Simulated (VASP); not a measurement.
# GaAs (F-43m) in VASP: a series of runs, part 2 of 3

VASP 6.6.1. Earlier steps stand in the parts before.

## Step 4: Electric field gradients, PBE (22.36 Å³/atom)

This run uses another cell than the first one, of 22.36 Å³/atom.

File INCAR:

```
  PREC = Accurate
  ENCUT = 520
  EDIFF = 1E-8
  ISMEAR = -1
  SIGMA = 0.05
  LREAL = False
  LASPH = True
  NELM = 80
  ALGO = Normal
  ISIF = 2
  LWAVE = False
  LCHARG = False
  GGA = PE
  LEFG = True
  NBANDS = 16
```

File KPOINTS:

```
Automatic mesh
0
Gamma
  11 11 11
```

File POSCAR:

```
GaAs
1.0
    0.0000000000      2.8173955816      2.8173955816
    2.8173955816      0.0000000000      2.8173955816
    2.8173955816      2.8173955816      0.0000000000
Ga As
1 1
Direct
    0.0000000000      0.0000000000      0.0000000000
    0.7500000000      0.7500000000      0.7500000000
```

Potentials or basis: VASP PAW PBE potentials, release 64 (Ga_d, As).

Started as:

```sh
> cat potpaw_PBE.64/Ga_d/POTCAR potpaw_PBE.64/As/POTCAR > POTCAR
> mpirun -np 1 vasp_std > vasp.out
```

OUTCAR:

```text
PREC = Accurate
   ENCUT = 520
   EDIFF = 1E-8
   ISMEAR = -1
   LREAL = False
   LASPH = True
   NELM = 80
   ISIF = 2
   GGA = PE

 ion  position               nearest neighbor table
   1  0.000  0.000  0.000-   2 2.44   2 2.44   2 2.44   2 2.44
   2  0.750  0.750  0.750-   1 2.44   1 2.44   1 2.44   1 2.44

  LATTYP: Found a face centered cubic cell.
 ALAT       =     5.6347911632

  Lattice vectors:

 A1 = (   0.0000000000,   2.8173955816,   2.8173955816)
 A2 = (   2.8173955816,   0.0000000000,   2.8173955816)
 A3 = (   2.8173955816,   2.8173955816,   0.0000000000)

Analysis of symmetry for initial positions (statically):
=====================================================================
 Subroutine PRICEL returns:
 Original cell was already a primitive cell.

 Routine SETGRP: Setting up the symmetry group for a
 face centered cubic supercell.

 Subroutine GETGRP returns: Found 24 space group operations
[... 643 lines left out ...]
  volume of cell :       44.73
      direct lattice vectors                 reciprocal lattice vectors
     0.000000000  2.817395582  2.817395582    -0.177468866  0.177468866  0.177468866
     2.817395582  0.000000000  2.817395582     0.177468866 -0.177468866  0.177468866
     2.817395582  2.817395582  0.000000000     0.177468866  0.177468866 -0.177468866

 POSITION                                       TOTAL-FORCE (eV/Angst)
 -----------------------------------------------------------------------------------
      0.00000      0.00000      0.00000         0.000000     -0.000000      0.000000
      4.22609      4.22609      4.22609        -0.000000      0.000000      0.000000
 -----------------------------------------------------------------------------------
    total drift:                               -0.000001     -0.000001     -0.000002

  FREE ENERGIE OF THE ION-ELECTRON SYSTEM (eV)
  ---------------------------------------------------
  free  energy   TOTEN  =        -8.2405389099 eV

  energy  without entropy=       -8.2405326210  energy(sigma->0) =       -8.24053577

 Electric field gradients (V/A^2)
---------------------------------------------------------------------
 ion       V_xx      V_yy      V_zz      V_xy      V_xz      V_yz
---------------------------------------------------------------------
   1      -0.000    -0.000     0.000    -0.003    -0.003    -0.003
   2      -0.000    -0.000     0.000     0.000     0.000     0.000
---------------------------------------------------------------------

 Electric field gradients after diagonalization (V/A^2)
 (convention: |V_zz| > |V_xx| > |V_yy|)
----------------------------------------------------------------------
 ion       V_xx      V_yy      V_zz     asymmetry (V_yy - V_xx)/ V_zz
----------------------------------------------------------------------
   1       0.003     0.003    -0.007       0.000
   2      -0.000    -0.000     0.000       0.000
----------------------------------------------------------------------

           NMR quadrupolar parameters

 Cq : quadrupolar parameter    Cq=e*Q*V_zz/h
 eta: asymmetry parameters     (V_yy - V_xx)/ V_zz
 Q  : nuclear electric quadrupole moment in mb (millibarn)
----------------------------------------------------------------------
 ion       Cq(MHz)       eta       Q (mb)
----------------------------------------------------------------------
   1      -0.000       0.000       1.000
   2       0.000       0.000       1.000
----------------------------------------------------------------------
```

Run time: 30 s. Hardware: 1 thread of AMD EPYC 7R13 (Zen 3), shared host; peak memory 0.16 GiB.

What came out:

| Quantity | Value |
| --- | --- |
| Free energy | -8.2405 eV |
| Pressure | 4.3 GPa |
| Band gap on the k mesh | 0.60 eV |
| Largest electric field gradient by atom | zero within the noise of the run |

Caveat: the cell stands under pressure; an odd mesh through Γ misses points on the zone boundary, where band edges can lie.

## Step 5: Electric field gradients, PBE (23.04 Å³/atom)

This run uses another cell than the first one, of 23.04 Å³/atom.

File INCAR:

```
ALGO = Normal
EDIFF = 1E-8
ENCUT = 520
GGA = PE
ISIF = 2
ISMEAR = -1
LASPH = True
LCHARG = False
LEFG = True
LREAL = False
LWAVE = False
NBANDS = 16
NELM = 80
PREC = Accurate
SIGMA = 0.05
```

File KPOINTS:

```
k-points
0
Gamma
  11 11 11
```

File POSCAR:

```
GaAs
1.0
    0.0000000000      2.8455714065      2.8455714065
    2.8455714065      0.0000000000      2.8455714065
    2.8455714065      2.8455714065      0.0000000000
Ga As
1 1
Direct
    0.0000000000      0.0000000000      0.0000000000
    0.7500000000      0.7500000000      0.7500000000
```

Potentials or basis: VASP PAW PBE potentials, release 64 (Ga_d, As).

Started as:

```sh
> cat potpaw_PBE.64/Ga_d/POTCAR potpaw_PBE.64/As/POTCAR > POTCAR
> mpirun -np 1 vasp_std > vasp.out
```

OUTCAR:

```text
EDIFF = 1E-8
   ENCUT = 520
   GGA = PE
   ISIF = 2
   ISMEAR = -1
   LASPH = True
   LREAL = False
   NELM = 80
   PREC = Accurate

 ion  position               nearest neighbor table
   1  0.000  0.000  0.000-   2 2.46   2 2.46   2 2.46   2 2.46
   2  0.750  0.750  0.750-   1 2.46   1 2.46   1 2.46   1 2.46

  LATTYP: Found a face centered cubic cell.
 ALAT       =     5.6911428130

  Lattice vectors:

 A1 = (   0.0000000000,   2.8455714065,   2.8455714065)
 A2 = (   2.8455714065,   0.0000000000,   2.8455714065)
 A3 = (   2.8455714065,   2.8455714065,   0.0000000000)

Analysis of symmetry for initial positions (statically):
=====================================================================
 Subroutine PRICEL returns:
 Original cell was already a primitive cell.

 Routine SETGRP: Setting up the symmetry group for a
 face centered cubic supercell.

 Subroutine GETGRP returns: Found 24 space group operations
 (whereof 24 operations were pure point group operations)
 out of a pool of 48 trial point group operations.

The static configuration has the point symmetry T_d .

Analysis of symmetry for dynamics (positions and initial velocities):
=====================================================================
 Subroutine PRICEL returns:
 Original cell was already a primitive cell.

 Routine SETGRP: Setting up the symmetry group for a
 face centered cubic supercell.

 Subroutine GETGRP returns: Found 24 space group operations
 (whereof 24 operations were pure point group operations)
 out of a pool of 48 trial point group operations.

The dynamic configuration has the point symmetry T_d .

 Subroutine INISYM returns: Found 24 space group operations
 (whereof 24 operations are pure point group operations),
 and found     1 'primitive' translations

----------------------------------------------------------------------------------------

                                     Primitive cell

  volume of cell :      46.0828

  direct lattice vectors                    reciprocal lattice vectors
     0.000000000  2.845571406  2.845571406    -0.175711633  0.175711633  0.175711633
     2.845571406  0.000000000  2.845571406     0.175711633 -0.175711633  0.175711633
     2.845571406  2.845571406  0.000000000     0.175711633  0.175711633 -0.175711633

  length of vectors
     4.024245676  4.024245676  4.024245676     0.304341477  0.304341477  0.304341477

  position of ions in fractional coordinates (direct lattice)
     0.000000000  0.000000000  0.000000000
     0.750000000  0.750000000  0.750000000

  ion indices of the primitive-cell ions
   primitive index   ion index
                 1           1
                 2           2

----------------------------------------------------------------------------------------

 KPOINTS: k-points

Automatic generation of k-mesh.
 Grid dimensions read from file:
[... 71 lines left out ...]
   ISIF   =      2    stress and relaxation
   ISYM   =      2    0-nonsym 1-usesym 2-fastsym
   POTIM  = 0.5000    time-step for ionic-motion
   TEBEG  =    0.0;   TEEND  =   0.0 temperature during run
   PSTRESS=    0.0 pullay stress
   NELECT =      18.0000    total number of electrons
   NUPDOWN=      -1.0000    fix difference up-down
   EMIN   =  10.00;   EMAX   =-10.00  energy-range for DOS
   EFERMI =   0.00;   METHOD = LEGACY
   ISMEAR =    -1;   SIGMA  =   0.05  broadening in eV -4-tet -1-fermi 0-gaus
   EFERMI_NEDOS =   21; number of points for ismear=-14 and -15
   IALGO  =     38    algorithm
   IMIX   =      4    mixing-type and parameters
     AMIX     =   0.40;   BMIX     =  1.00
     AMIX_MAG =   1.60;   BMIX_MAG =  1.00
  volume/ion in A,a.u.               =      23.04       155.49
  Fermi-wavevector in a.u.,A,eV,Ry     =   1.196702  2.261440 19.484859  1.432097
  Thomas-Fermi vector in A             =   2.332636
   LORBIT       =      0    0 simple, 1 ext, 2 COOP (PROOUT), +10 PAW based schemes
   GGA     = PE    functional components
   LHFCALC =     F    Hartree Fock is set to
   AEXX    =    0.0000 exact exchange contribution
   IVDW    =     0    specifies the selected vdW correction
   LEPSILON=     F    determine dielectric tensor
   LRPA    =     F    only Hartree local field effects (RPA)
 non-spin polarized calculation
  energy-cutoff  :      520.00
  volume of cell :       46.08
 maximum number of plane-waves:      1259
 NGX is ok and might be reduce to    30
   NGX = 15   NGY = 15   NGZ = 15

 number of electron      17.9999985 magnetization

 Free energy of the ion-electron system (eV)
  ---------------------------------------------------
  ext. energy  EPLUGINS =         0.00000000
  ---------------------------------------------------
  free energy    TOTEN  =        -8.26696689 eV

  energy without entropy =       -8.26692526  energy(sigma->0) =       -8.26694607

 E-fermi :   3.9745     XC(G=0):  -9.4994

 val. band max:        3.7467729598   @ k =   0.0000   0.0000   0.0000
 cond. band min:       4.1192545034   @ k =   0.0000   0.0000   0.0000
 fundamental gap:      0.3724815436
 Fermi energy:         3.9745220887

 k-point     1 :       0.0000    0.0000    0.0000
  band No.  band energies     occupation
      1     -11.0245      2.00000
      2     -11.0245      2.00000
      3     -11.0245      2.00000
      4     -10.9500      2.00000
      5     -10.9500      2.00000
      6      -8.8382      2.00000
[... 433 lines left out ...]
      3     -11.0079      2.00000
      4     -10.9528      2.00000
      5     -10.9480      2.00000
      6      -7.9089      2.00000
[... 8 lines left out ...]
     15      13.8936      0.00000
     16      14.5819      0.00000

 [... further k-points ...]

------------------------ aborting loop because EDIFF is reached ----------------------------------------

  FORCE on cell =-STRESS in cart. coord.  units (eV):
  Direction    XX          YY          ZZ          XY          YZ          ZX
  --------------------------------------------------------------------------------------
  -------------------------------------------------------------------------------------
  Total        0.5861437      0.5861437      0.5861437      0.0000000      0.0000000      0.0000000
  in kB       20.3786882     20.3786882     20.3786882      0.0000000      0.0000000      0.0000000
  external PRESSURE =      20.3786882 kB  Pullay stress =       0.0000000 kB

 VOLUME and BASIS-vectors are now :
 -----------------------------------------------------------------------------
  energy-cutoff  :      520.00
  volume of cell :       46.08
      direct lattice vectors                 reciprocal lattice vectors
     0.000000000  2.845571406  2.845571406    -0.175711633  0.175711633  0.175711633
     2.845571406  0.000000000  2.845571406     0.175711633 -0.175711633  0.175711633
     2.845571406  2.845571406  0.000000000     0.175711633  0.175711633 -0.175711633

 POSITION                                       TOTAL-FORCE (eV/Angst)
 -----------------------------------------------------------------------------------
      0.00000      0.00000      0.00000        -0.000000     -0.000000     -0.000000
      4.26836      4.26836      4.26836         0.000000      0.000000      0.000000
 -----------------------------------------------------------------------------------
    total drift:                               -0.000002     -0.000002     -0.000002

  FREE ENERGIE OF THE ION-ELECTRON SYSTEM (eV)
  ---------------------------------------------------
  free  energy   TOTEN  =        -8.2669668894 eV

  energy  without entropy=       -8.2669252550  energy(sigma->0) =       -8.26694607

 Electric field gradients (V/A^2)
---------------------------------------------------------------------
 ion       V_xx      V_yy      V_zz      V_xy      V_xz      V_yz
---------------------------------------------------------------------
   1       0.000     0.000    -0.000    -0.002    -0.002    -0.002
   2      -0.000    -0.000     0.000     0.000     0.000     0.000
---------------------------------------------------------------------

 Electric field gradients after diagonalization (V/A^2)
 (convention: |V_zz| > |V_xx| > |V_yy|)
----------------------------------------------------------------------
 ion       V_xx      V_yy      V_zz     asymmetry (V_yy - V_xx)/ V_zz
----------------------------------------------------------------------
   1       0.002     0.002    -0.005       0.000
   2      -0.000    -0.000     0.000       0.000
----------------------------------------------------------------------

           NMR quadrupolar parameters

 Cq : quadrupolar parameter    Cq=e*Q*V_zz/h
 eta: asymmetry parameters     (V_yy - V_xx)/ V_zz
 Q  : nuclear electric quadrupole moment in mb (millibarn)
----------------------------------------------------------------------
 ion       Cq(MHz)       eta       Q (mb)
----------------------------------------------------------------------
   1      -0.000       0.000       1.000
   2       0.000       0.000       1.000
----------------------------------------------------------------------
```

stdout:

```text
POSCAR found type information on POSCAR GaAs
 POSCAR found :  2 types and       2 ions
 scaLAPACK will be used
 LDA part: xc-table for (Slater+PW92), standard interpolation
 POSCAR, INCAR and KPOINTS ok, starting setup
 FFT: planning ... GRIDC
 FFT: planning ... GRID_SOFT
 FFT: planning ... GRID
 WAVECAR not read
 entering main loop
ion   1

ion   2
```

Wall time 27 s (1 thread of AMD EPYC 7R13 (Zen 3), shared host); peak memory 0.16 GiB.

What came out:

```
Free energy                             : -8.2670 eV
Pressure                                : 2.0 GPa
Band gap on the k mesh                  : 0.37 eV
Largest electric field gradient by atom : zero within the noise of the run
```

Levels at points of the mesh, in eV from the valence-band top:
```csv
k point,band 6,band 7,band 8,band 9,band 10,band 11,band 12,band 13
"(0.00, 0.00, 0.00)",-12.59,0.00,0.00,0.00,0.37,3.72,3.72,3.72
```

(Continued in part 3 of 3.)
